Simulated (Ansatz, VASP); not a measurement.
**SiNi2 in VASP and in Ansatz**

```xyz
6
Lattice="3.7535 0.0000 0.0000 -1.8767 3.2506 0.0000 0.0000 0.0000 4.9268" Properties=species:S:1:pos:R:3 pbc="T T T"
Si    0.0000    2.1671    3.6951
Si    1.8767    1.0835    1.2317
Ni    0.0000    0.0000    0.0000
Ni    0.0000    0.0000    2.4634
Ni    0.0000    2.1671    1.2317
Ni    1.8767    1.0835    3.6951
```

Change from the starting cell: strain -0.030 along x and y, +0.000 along z, atoms carried along.

Alike in both runs: task single point; functional r2SCAN; k mesh 12 × 12 × 10; occupations gaussian, width 0.15 eV; no spin polarisation.

|  | VASP | Ansatz |
| --- | --- | --- |
| version | VASP 6.6.1 | Ansatz 0.2.0 |
| potentials or method | VASP PAW PBE potentials, release 64 (Si, Ni), cutoff 520 eV | scalar-relativistic, plane waves, PAW |
| valence electrons in the cell | 48 | 80 |

VASP gave:

| Quantity | Value |
| --- | --- |
| gap on the k mesh at the Fermi level (eV) | none |
| pressure (GPa) | 18.2 |
| traceless stress, the component that is largest in VASP (GPa) | -8.52 |

Estimate Ansatz's values.

gap on the k mesh at the Fermi level (eV): none; pressure (GPa): 17.3; traceless stress, the component that is largest in VASP (GPa): -8.43.

VASP's potentials were made for PBE, not for r2SCAN. A gap of «none» marks a metal or a gap that the smearing closes. VASP's potentials hold 48 valence electrons a cell and Ansatz's 80, so a difference there can come from the potentials and not from the codes.
